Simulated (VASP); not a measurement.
# Si (a cell with a defect) in VASP: further runs, part 2 of 2

VASP 6.6.1.

## Step 3: Relaxation of the atoms, LDA

INCAR

```
SYSTEM = Si
ALGO = Normal
EDIFF = 1E-7
EDIFFG = -0.03
ENCUT = 520
IBRION = 2
ISIF = 2
ISMEAR = -1
LASPH = .True.
LCHARG = .False.
LREAL = Auto
LWAVE = .False.
NCORE = 4
NELECT = 250.0
NELM = 100
NSW = 80
PREC = Accurate
SIGMA = 0.02
```

KPOINTS

```
k-points
0
Gamma
  1 1 1
  0 0 0
```

POSCAR

```
Si
1.0
   10.8600000000      0.0000000000      0.0000000000
    0.0000000000     10.8600000000      0.0000000000
    0.0000000000      0.0000000000     10.8600000000
Si
63
Direct
    0.4999350000     -0.0057129000     -0.0008257000
    0.6244312000      0.1261118000      0.1261254000
    0.7554306000      0.2470569000      0.0000243000
    0.8768907000      0.3782375000      0.1217395000
    0.7542536000     -0.0013229000      0.2484037000
    0.8758524000      0.1275765000      0.3763892000
    0.0019751000      0.0007104000      0.0026198000
    0.1237694000      0.1253806000      0.1262323000
    0.2504379000      0.2522989000     -0.0017650000
    0.3734256000      0.3781358000      0.1254291000
    0.5012345000      0.5018937000      0.0030346000
    0.6224099000      0.6289987000      0.1218149000
    0.7520611000      0.7461215000     -0.0008172000
    0.8740713000      0.8757867000      0.1258772000
    0.3717140000      0.1243224000      0.3738511000
    0.5005947000      0.2483010000      0.2471938000
    0.6250733000      0.3770516000      0.3692125000
    0.7524983000      0.5000934000      0.2520733000
    0.8736525000      0.6226972000      0.3770685000
    0.4991636000     -0.0019345000      0.4997774000
    0.6279984000      0.1278943000      0.6288438000
    0.7498427000      0.2455750000      0.5037725000
    0.8752544000      0.3716465000      0.6231375000
    0.7484541000     -0.0036230000      0.7502233000
    0.8757672000      0.1261603000      0.8767645000
    0.0007884000      0.4955838000     -0.0020060000
    0.1263883000      0.6245093000      0.1246390000
    0.2476893000      0.7509005000     -0.0008916000
    0.3755191000      0.8764930000      0.1295812000
    0.0016788000      0.2489197000      0.2463693000
    0.1298782000      0.3779330000      0.3702047000
    0.2503100000      0.5025554000      0.2489832000
    0.3754343000      0.6226806000      0.3773155000
    0.5015966000      0.7473146000      0.2502956000
    0.6217283000      0.8767663000      0.3714458000
    0.0015646000     -0.0022212000      0.4974134000
    0.1275879000      0.1249382000      0.6249831000
    0.2498077000      0.2460992000      0.5009900000
    0.3728177000      0.3768146000      0.6286414000
    0.5027121000      0.4992276000      0.4972235000
    0.6296573000      0.6244432000      0.6262479000
    0.7451331000      0.7476234000      0.4994804000
    0.8716807000      0.8756092000      0.6230268000
    0.2500651000     -0.0043934000      0.7516641000
    0.3770353000      0.1256782000      0.8721659000
    0.4950124000      0.2469151000      0.7490541000
    0.6225197000      0.3737948000      0.8786516000
    0.7482176000      0.4951704000      0.7531540000
    0.8766773000      0.6296420000      0.8762765000
    0.0006112000      0.7520604000      0.2517683000
    0.1314802000      0.8720328000      0.3742007000
   -0.0007429000      0.4970450000      0.5074263000
    0.1265401000      0.6270353000      0.6281164000
    0.2477236000      0.7515113000      0.5028522000
    0.3736168000      0.8805440000      0.6275795000
    0.0038132000      0.2511997000      0.7478863000
    0.1208042000      0.3769489000      0.8764386000
    0.2520902000      0.4961191000      0.7567464000
    0.3730560000      0.6228273000      0.8781217000
    0.4984075000      0.7541341000      0.7521638000
    0.6229010000      0.8695761000      0.8753834000
    0.0018818000      0.7476188000      0.7520420000
    0.1252886000      0.8743807000      0.8765707000
```

Potentials or basis: VASP PAW LDA potentials, release 64 (Si).

Started as:

```sh
$ cat potpaw_LDA.64/Si/POTCAR > POTCAR
$ mpirun -np 4 vasp_gam > vasp.out
```

It took 16 min on 4 MPI ranks of Oxide Virtual Turin-like, shared host; peak memory 0.29 GiB.

It converged, with:

```
Free energy                  : -377.6617 eV
Energy gained by relaxing    : 17.4 meV/atom
Ionic steps                  : 16
Largest force after relaxing : 0.022 eV/Å
```

Forces in eV/Å, atoms in the order of the input:
```
Si   0.012 -0.003 -0.005
Si  -0.002  0.003  0.009
Si  -0.007 -0.007  0.010
Si   0.003  0.006  0.004
Si  -0.001  0.002  0.009
Si  -0.003  0.005  0.005
Si  -0.007 -0.007  0.001
Si  -0.001  0.011  0.004
Si  -0.002 -0.006 -0.006
Si   0.006 -0.006  0.008
Si   0.003 -0.016  0.003
Si   0.009 -0.001 -0.002
Si  -0.012  0.003 -0.005
Si   0.007  0.010 -0.003
Si   0.009  0.013  0.000
Si  -0.003  0.004 -0.006
Si  -0.001  0.006 -0.006
Si  -0.001  0.003  0.007
Si   0.003  0.003  0.010
Si   0.011  0.002  0.009
Si   0.005  0.005  0.005
Si   0.006 -0.005  0.004
Si  -0.006 -0.010 -0.011
Si   0.002 -0.001 -0.004
Si   0.006 -0.009 -0.007
Si  -0.007  0.013  0.004
Si  -0.010  0.016  0.007
Si  -0.009 -0.004  0.004
Si   0.011  0.004 -0.005
Si  -0.005 -0.001  0.002
Si  -0.009  0.004  0.003
Si   0.012 -0.007  0.015
Si  -0.009  0.006  0.007
Si   0.003 -0.012  0.001
Si   0.006  0.010 -0.004
Si  -0.008 -0.005  0.007
Si   0.000  0.002 -0.009
Si  -0.005 -0.002  0.006
Si  -0.001  0.022  0.003
Si   0.001 -0.002  0.002
Si   0.000  0.003 -0.003
Si   0.001 -0.009 -0.007
Si  -0.014  0.016 -0.006
Si  -0.003  0.005  0.003
Si  -0.004 -0.004  0.005
Si   0.003 -0.009 -0.009
Si  -0.007 -0.003  0.002
Si  -0.008 -0.007 -0.007
Si   0.015 -0.002  0.003
Si   0.002 -0.005  0.008
Si  -0.006 -0.003  0.008
Si   0.011 -0.004 -0.013
Si   0.002 -0.006 -0.001
Si  -0.007 -0.016 -0.002
Si   0.004  0.011 -0.009
Si  -0.004 -0.010 -0.012
Si   0.002 -0.004  0.000
Si   0.007 -0.003 -0.005
Si   0.005  0.001 -0.014
Si   0.000 -0.004 -0.001
Si  -0.005  0.003  0.004
Si   0.002  0.001 -0.004
Si  -0.004  0.002 -0.014
```

The path:
```tsv
step	energy change (eV)	largest force (eV/Å)	pressure (GPa)
1	0.0000	1.2797	-3.48
2	-0.9475	0.3250	-3.64
3	-0.9477	0.3237	-3.64
4	-1.0225	0.1836	-3.63
5	-1.0323	0.1925	-3.61
6	-1.0579	0.1293	-3.59
7	-1.0643	0.1250	-3.57
8	-1.0772	0.0798	-3.54
9	-1.0803	0.0762	-3.52
10	-1.0863	0.0754	-3.50
11	-1.0870	0.0750	-3.49
12	-1.0909	0.0603	-3.46
13	-1.0916	0.0519	-3.45
14	-1.0944	0.0318	-3.42
15	-1.0945	0.0431	-3.41
16	-1.0959	0.0221	-3.38
```

Final structure:
```
Si
1.0
    10.86000    0.00000    0.00000
     0.00000   10.86000    0.00000
     0.00000    0.00000   10.86000
Si
63
Direct
  0.49941 0.00178 0.00103
  0.62608 0.12434 0.12537
  0.75008 0.24971 0.00026
  0.87552 0.37410 0.12370
  0.75019 0.99956 0.25044
  0.87448 0.12445 0.37524
  0.00062 0.99753 0.00109
  0.12060 0.12940 0.12066
  0.25266 0.24921 0.00101
  0.37525 0.37551 0.12559
  0.50017 0.49986 0.00046
  0.62471 0.62513 0.12391
  0.75036 0.74958 0.00062
  0.87439 0.87466 0.12571
  0.37945 0.12880 0.37971
  0.49973 0.24883 0.24820
  0.62496 0.37409 0.37715
  0.75008 0.49945 0.25026
  0.87541 0.62489 0.37686
  0.49932 0.99726 0.49987
  0.62479 0.12618 0.62501
  0.75041 0.24962 0.50057
  0.87523 0.37482 0.62578
  0.75028 0.99957 0.75036
  0.87545 0.12642 0.87570
  0.00013 0.49938 0.00023
  0.12538 0.62341 0.12526
  0.24798 0.75021 0.00110
  0.37945 0.87021 0.12118
  0.00093 0.24914 0.25276
  0.12540 0.37561 0.37543
  0.25018 0.49959 0.25030
  0.37521 0.62365 0.37520
  0.49959 0.75044 0.25283
  0.62607 0.87475 0.37555
  0.00102 0.00183 0.49971
  0.12540 0.12439 0.62640
  0.24794 0.24889 0.49977
  0.37688 0.37399 0.62503
  0.50027 0.49952 0.50044
  0.62535 0.62446 0.62550
  0.75030 0.74963 0.50059
  0.87593 0.87284 0.62521
  0.25028 0.99957 0.75059
  0.37519 0.12462 0.87454
  0.50042 0.24977 0.75059
  0.62534 0.37505 0.87535
  0.75033 0.49982 0.75052
  0.87507 0.62462 0.87543
  0.00093 0.74997 0.24795
  0.12085 0.86993 0.37977
  0.00003 0.49974 0.50060
  0.12358 0.62514 0.62510
  0.25269 0.75025 0.49983
  0.37511 0.87456 0.62658
  0.00035 0.24971 0.75053
  0.12374 0.37434 0.87570
  0.25025 0.49965 0.75031
  0.37675 0.62503 0.87582
  0.50041 0.74951 0.75053
  0.62504 0.87296 0.87584
  0.00039 0.74965 0.75082
  0.12538 0.87492 0.87496
```

Levels at points of the mesh, in eV from the Fermi level:
| k point | band 123 | band 124 | band 125 | band 126 | band 127 | band 128 |
| --- | --- | --- | --- | --- | --- | --- |
| (0.00, 0.00, 0.00) | -0.44 | -0.44 | -0.44 | 0.44 | 0.44 | 0.44 |

Caveat: the k points lie up to 0.58 Å⁻¹ apart; the cell carries a net charge on a neutralising background, which shifts energy and pressure; the cell is charged against a uniform background, so pressure and absolute levels hang on convention.
